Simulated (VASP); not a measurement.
SiO2 (Stishovite):

```xyz
6
Lattice="4.1667 0.0000 0.0000 0.0000 4.1667 0.0000 0.0000 0.0000 2.6645" Properties=species:S:1:pos:R:3 pbc="T T T"
Si    0.0000    0.0000    0.0000
Si    2.0833    2.0833    1.3322
O     1.2719    1.2719    0.0000
O     0.8114    3.3553    1.3322
O     2.8948    2.8948    0.0000
O     3.3553    0.8114    1.3322
```

Base run:

```yaml
Program: VASP 6.6.1
Functional: r2SCAN
Potentials_or_basis: VASP PAW PBE potentials, release 64 (Si, O)
Cutoff: 520 eV
k_mesh: 7 × 7 × 11
Occupations: fermi-dirac, width 0.02 eV
Spin: no spin polarisation
```

Its results: band gap on the k mesh 6.66 eV, direct; pressure 3.4 GPa; largest force 0.059 eV/Å.

**Question.** The run is repeated on the same cell with these changes: functional from r2SCAN to PBEsol. What comes out?

**Answer.** Band gap on the k mesh 5.66 eV, direct; pressure 6.4 GPa; largest force 0.008 eV/Å.

r2SCAN gives the wider gap, since meta-GGAs in the generalised Kohn-Sham scheme recover part of the derivative discontinuity.

Caveats: the PAW data sets were made with another functional, which shifts forces and pressure a little.

A k mesh can miss the band edges.
